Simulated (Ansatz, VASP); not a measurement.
# One calculation of Al, two programs

```
Al
1.0
     0.00000    2.44136    1.53610
     2.44136    0.00000    1.53610
     2.44136    2.44136    0.00000
Al
1
Direct
  0.00000 0.00000 0.00000
```

Alike in both runs: task single point; functional PBE; dispersion D3(BJ); k mesh 22 × 22 × 22; occupations gaussian, width 0.15 eV; no spin polarisation.

|  | VASP | Ansatz |
| --- | --- | --- |
| version | VASP 6.6.1 | Ansatz 0.2.0 |
| potentials or method | VASP PAW PBE potentials, release 64 (Al), cutoff 520 eV | scalar-relativistic, plane waves, PAW |
| valence electrons in the cell | 3 | 3 |

VASP gave:

```
gap on the k mesh at the Fermi level (eV)                     : none
pressure (GPa)                                                : -7.4
traceless stress, the component that is largest in VASP (GPa) : -1.47
```

Q: Estimate Ansatz's values.

A: gap on the k mesh at the Fermi level (eV): none; pressure (GPa): -7.4; traceless stress, the component that is largest in VASP (GPa): -1.46.

A gap of «none» marks a metal or a gap that the smearing closes.
